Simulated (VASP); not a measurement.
Here is a VASP 6.6.1 calculation.

File INCAR:

```
PREC = Accurate ; ENCUT = 520
EDIFF = 1E-6 ; ISMEAR = 0
SIGMA = 0.1 ; LREAL = False
LASPH = True ; NELM = 60
ALGO = Normal ; ISIF = 2
LWAVE = False ; LCHARG = False
GGA = PE ; NBANDS = 39
```

The input KPOINTS:

```
Automatic mesh
0
Gamma
  4 4 4
```

The input POSCAR:

```
Zr4W
1.0
    3.8804635628      0.0000000000      0.0000000000
    0.0000000000      3.8804635628      0.0000000000
    0.0000000000      0.0000000000      7.5006177317
Zr W
4 1
Direct
    0.5000000000      0.5000000000      0.7257086658
    0.0000000000      0.5000000000      0.3999969738
    0.5000000000      0.5000000000      0.0743001089
    0.5000000000      0.0000000000      0.3999969738
    0.0000000000      0.0000000000      0.8999972778
```

Potentials or basis: VASP PAW PBE potentials, release 64 (Zr_sv, W_sv).

The run is started by

```sh
$ cat potpaw_PBE.64/Zr_sv/POTCAR potpaw_PBE.64/W_sv/POTCAR > POTCAR
$ mpirun -np 1 vasp_std > vasp.out
```

**Question.** Estimate the largest force.

**Answer.** 0.044 eV/Å.

**Question.** What does it give for the band gap on the k mesh?

**Answer.** Zero (bands 31 and 32 overlap by 0.63 eV).

**Question.** What does it give for the pressure?

**Answer.** 0.2 GPa.

Stress tensor (GPa, compression positive):
```
0.07 0.00 0.00
0.00 0.07 0.00
0.00 0.00 0.35
```

Caveat: the k points lie up to 0.40 Å⁻¹ apart, too coarse for converged energies and pressures of a metal; spin-orbit coupling is left out, which moves the levels of the heavy elements.
